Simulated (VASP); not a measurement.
A run of VASP 6.6.1 is set up as follows.

Contents of INCAR:

```
SYSTEM = Si3Ni
PREC = Accurate
ENCUT = 520
EDIFF = 1E-6
ISMEAR = 0
SIGMA = 0.1
LREAL = .FALSE.
LASPH = .TRUE.
NELM = 150
ALGO = Normal
ISIF = 2
LWAVE = .FALSE.
LCHARG = .FALSE.
ISPIN = 2
MAGMOM = 0 0 0 2
LORBIT = 11
LMAXMIX = 4
GGA = PE
NBANDS = 23
```

KPOINTS

```
regular mesh
0
G
  4 4 4
  0 0 0
```

File POSCAR:

```
Si3Ni
1.0
    3.8854470500      0.0000000000      0.0000000000
    0.0000000000      3.8854470500      0.0000000000
    0.0000000000      0.0000000000      3.8854470500
Si Ni
3 1
Direct
    0.5000000000      0.0000000000      0.0000000000
    0.0000000000      0.5000000000      0.0000000000
    0.0000000000      0.0000000000      0.5000000000
    0.5000000000      0.5000000000      0.5000000000
```

Potentials or basis: VASP PAW PBE potentials, release 64 (Si, Ni).

Command:

```bash
$ cat potpaw_PBE.64/Si/POTCAR potpaw_PBE.64/Ni/POTCAR > POTCAR
$ mpirun -np 1 vasp_std > vasp.out
```

Task: Predict the net moment.

Result: 0.45 μB per cell.

Task: Estimate the pressure.

Result: -9.0 GPa.

Task: Estimate the site moments.

Result: Si +0.02; Ni +0.28 μB.

Caveat: the k points lie up to 0.40 Å⁻¹ apart.
